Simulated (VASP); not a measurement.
# Te6Mo3H (a cell with a defect) in VASP: notebook

The runs below take Te6Mo3H (a cell with a defect) through single point, with PBEsol+D3(BJ).

Everything below comes from runs of VASP 6.6.1. Logs are shortened: lines on timing, memory, paths and dates and some standing lists are left out, and cuts for length are marked.

### Step 1. The cell of the first run

The cell holds a defect, 10 atoms: a = 3.433 Å, b = 3.433 Å, c = 20.770 Å, α = 90.00°, β = 90.00°, γ = 120.00°.

### Step 2. Single point, PBEsol+D3(BJ)

INCAR

```
PREC = Accurate ; ENCUT = 400
EDIFF = 1E-6 ; ISMEAR = 0
SIGMA = 0.05 ; LREAL = False
LASPH = True ; NELM = 120
ALGO = Normal ; ISIF = 2
LWAVE = False ; LCHARG = False
GGA = PS ; IVDW = 12
NBANDS = 50 ; GGA_COMPAT = False
```

KPOINTS

```
Automatic mesh
0
Gamma
  9 9 2
```

POSCAR

```
Te6Mo3H
1.0
    3.4334342720      0.0000000000      0.0000000000
   -1.7167171360      2.9734413017      0.0000000000
    0.0000000000      0.0000000000     20.7704294686
Te Mo H
6 3 1
Direct
    0.0000000000      0.0000000000      0.9125759363
    0.3333333333      0.6666666667      0.5917818730
    0.3333333333      0.6666666667      0.2333053354
    0.3333333333      0.6666666667      0.7666946646
    0.3333333333      0.6666666667      0.4082181270
    0.0000000000      0.0000000000      0.0874240637
    0.0000000000      0.0000000000      0.6791511892
    0.0000000000      0.0000000000      0.3208488108
    0.3333333333      0.6666666667      0.0000000000
   -0.3856431633     -0.1094882483      0.8356769680
```

Potentials or basis: VASP PAW PBE potentials, release 64 (Te, Mo_sv, H).

Command:

```bash
cat potpaw_PBE.64/Te/POTCAR potpaw_PBE.64/Mo_sv/POTCAR potpaw_PBE.64/H/POTCAR > POTCAR
mpirun -np 1 vasp_std > vasp.out
```

OUTCAR:

```text
PREC = Accurate
   ENCUT = 400
   EDIFF = 1E-6
   ISMEAR = 0
   LREAL = False
   LASPH = True
   NELM = 120
   ISIF = 2
   GGA = PS
   IVDW = 12
 IVDW          = 12

 ion  position               nearest neighbor table
   1  0.000  0.000  0.913-  10 1.99   9 2.69   9 2.69   9 2.69   4 3.62   4 3.62   4 3.62   6 3.63

   2  0.333  0.667  0.592-   7 2.69   7 2.69   7 2.69   4 3.63
   3  0.333  0.667  0.233-   8 2.69   8 2.69   8 2.69   6 3.62   6 3.62   6 3.62   5 3.63
   4  0.333  0.667  0.767-  10 1.68   7 2.69   7 2.69   7 2.69   1 3.62   1 3.62   1 3.62   2 3.63

   5  0.333  0.667  0.408-   8 2.69   8 2.69   8 2.69   3 3.63
   6  0.000  0.000  0.087-   9 2.69   9 2.69   9 2.69   3 3.62   3 3.62   3 3.62   1 3.63
   7  0.000  0.000  0.679-   2 2.69   2 2.69   2 2.69   4 2.69   4 2.69   4 2.69
   8  0.000  0.000  0.321-   5 2.69   5 2.69   5 2.69   3 2.69   3 2.69   3 2.69
   9  0.333  0.667  0.000-   1 2.69   6 2.69   1 2.69   6 2.69   1 2.69   6 2.69
  10  0.614  0.891  0.836-   4 1.68   1 1.99

  LATTYP: Found a hexagonal cell.
 ALAT       =     3.4334342720
 C/A-ratio  =     6.0494617992

  Lattice vectors:

 A1 = (   3.4334342720,   0.0000000000,   0.0000000000)
 A2 = (  -1.7167171360,   2.9734413017,   0.0000000000)
 A3 = (   0.0000000000,   0.0000000000,  20.7704294686)

Analysis of symmetry for initial positions (statically):
=====================================================================
 Subroutine PRICEL returns:
 Original cell was already a primitive cell.

 Routine SETGRP: Setting up the symmetry group for a
 hexagonal supercell.

 Subroutine GETGRP returns: Found  1 space group operations
 (whereof  1 operations were pure point group operations)
 out of a pool of 24 trial point group operations.

The static configuration has the point symmetry C_1 .

Analysis of symmetry for dynamics (positions and initial velocities):
=====================================================================
 Subroutine PRICEL returns:
 Original cell was already a primitive cell.

 Routine SETGRP: Setting up the symmetry group for a
 hexagonal supercell.

 Subroutine GETGRP returns: Found  1 space group operations
 (whereof  1 operations were pure point group operations)
 out of a pool of 24 trial point group operations.

The dynamic configuration has the point symmetry C_1 .

 Subroutine INISYM returns: Found  1 space group operations
 (whereof  1 operations are pure point group operations),
 and found     1 'primitive' translations

[... 117 lines left out ...]
   ISYM   =      2    0-nonsym 1-usesym 2-fastsym
   POTIM  = 0.5000    time-step for ionic-motion
   TEBEG  =    0.0;   TEEND  =   0.0 temperature during run
   PSTRESS=    0.0 pullay stress
   NELECT =      79.0000    total number of electrons
   NUPDOWN=      -1.0000    fix difference up-down
   EMIN   =  10.00;   EMAX   =-10.00  energy-range for DOS
   EFERMI =   0.00;   METHOD = LEGACY
   ISMEAR =     0;   SIGMA  =   0.05  broadening in eV -4-tet -1-fermi 0-gaus
   EFERMI_NEDOS =   21; number of points for ismear=-14 and -15
   IALGO  =     38    algorithm
   IMIX   =      4    mixing-type and parameters
     AMIX     =   0.40;   BMIX     =  1.00
     AMIX_MAG =   1.60;   BMIX_MAG =  1.00
  volume/ion in A,a.u.               =      21.20       143.10
  Fermi-wavevector in a.u.,A,eV,Ry     =   1.177984  2.226067 18.880069  1.387646
  Thomas-Fermi vector in A             =   2.314321
   LORBIT       =      0    0 simple, 1 ext, 2 COOP (PROOUT), +10 PAW based schemes
   GGA     = PS    functional components
   LHFCALC =     F    Hartree Fock is set to
   AEXX    =    0.0000 exact exchange contribution
   IVDW    =    12    specifies the selected vdW correction
   LEPSILON=     F    determine dielectric tensor
   LRPA    =     F    only Hartree local field effects (RPA)
 non-spin polarized calculation
 Gauss-broadening in eV      SIGMA  =   0.05
  energy-cutoff  :      400.00
  volume of cell :      212.05
 maximum number of plane-waves:      3908
   NGX = 11   NGY = 11   NGZ = 67

 number of electron      78.9999990 magnetization

 Free energy of the ion-electron system (eV)
  ---------------------------------------------------
  ext. energy  EPLUGINS =         0.00000000
  ---------------------------------------------------
  free energy    TOTEN  =       -60.28473969 eV

  energy without entropy =      -60.28001394  energy(sigma->0) =      -60.28237681

 E-fermi :   9.6606     XC(G=0): -10.9209

 val. band max:        9.6601524241   @ k =  -0.1111   0.2222   0.5000
 cond. band min:       9.6749374020   @ k =   0.3333   0.2222   0.5000
 fundamental gap:      0.0147849780
 Fermi energy:         9.6605938421

 k-point     1 :       0.0000    0.0000    0.0000
  band No.  band energies     occupation
      1     -51.7216      2.00000
      2     -51.6560      2.00000
      3     -51.5582      2.00000
      4     -26.0111      2.00000
      5     -25.9300      2.00000
      6     -25.8139      2.00000
[... 1261 lines left out ...]
     49      12.0082      0.00000
     50      12.2231      0.00000

 [... further k-points ...]

------------------------ aborting loop because EDIFF is reached ----------------------------------------

 Edisp (eV)   -5.04382

 E8    (eV) :    -3.4317

  FORCE on cell =-STRESS in cart. coord.  units (eV):
  Direction    XX          YY          ZZ          XY          YZ          ZX
  --------------------------------------------------------------------------------------
  -------------------------------------------------------------------------------------
  Total       1.12170     1.80357     3.90047    -0.09138     1.96276     1.98727
  in kB       8.47531    13.62727    29.47091    -0.69043    14.83008    15.01529
  external pressure =       17.19 kB  Pullay stress =        0.00 kB

 VOLUME and BASIS-vectors are now :
 -----------------------------------------------------------------------------
  energy-cutoff  :      400.00
  volume of cell :      212.05
      direct lattice vectors                 reciprocal lattice vectors
     3.433434272  0.000000000  0.000000000     0.291253573  0.168155329  0.000000000
    -1.716717136  2.973441302  0.000000000     0.000000000  0.336310658  0.000000000
     0.000000000  0.000000000 20.770429469     0.000000000  0.000000000  0.048145369

 POSITION                                       TOTAL-FORCE (eV/Angst)
 -----------------------------------------------------------------------------------
      0.00000      0.00000     18.95459         0.332117      0.184230      0.419082
     -0.00000      1.98229     12.29156         0.012735     -0.041849     -0.189514
     -0.00000      1.98229      4.84585        -0.001326      0.001179     -0.042358
     -0.00000      1.98229     15.92458        -0.845725     -0.790710     -1.566114
     -0.00000      1.98229      8.47887        -0.001257      0.000013      0.056309
      0.00000      0.00000      1.81584         0.007869     -0.019231      0.135065
      0.00000      0.00000     14.10626         0.006393     -0.166104      0.043364
      0.00000      0.00000      6.66417         0.001061      0.001528     -0.008152
     -0.00000      1.98229      0.00000         0.086327     -0.038841     -0.020989
      0.58060      2.64788     17.35737         0.401804      0.869785      1.173307
 -----------------------------------------------------------------------------------
    total drift:                                0.000117      0.000075      0.000122

  FREE ENERGIE OF THE ION-ELECTRON SYSTEM (eV)
  ---------------------------------------------------
  free  energy   TOTEN  =       -65.3285555886 eV

  energy  without entropy=      -65.3238298454  energy(sigma->0) =      -65.32619272
```

Wall time 7.5 min (1 thread of AMD EPYC 9R45 (Zen 5), shared host); peak memory 0.56 GiB.

What came out:

| Quantity | Value |
| --- | --- |
| Free energy | -65.3286 eV |
| Pressure | 1.7 GPa |
| Largest force | 1.948 eV/Å |
| Band gap on the k mesh | zero (an odd number of electrons rules out a gap without spin polarisation) |
| Dispersion energy per atom | -0.504 eV |

Forces in eV/Å, atoms in the order of the input:
```
Te   0.332  0.184  0.419
Te   0.013 -0.042 -0.190
Te  -0.001  0.001 -0.042
Te  -0.846 -0.791 -1.566
Te  -0.001  0.000  0.056
Te   0.008 -0.019  0.135
Mo   0.006 -0.166  0.043
Mo   0.001  0.002 -0.008
Mo   0.086 -0.039 -0.021
H    0.402  0.870  1.173
```

Caveat: the PAW data sets were made with another functional, which shifts forces and pressure a little; spin-orbit coupling is left out, which moves the levels of the heavy elements.

[end of part 1 of 2]
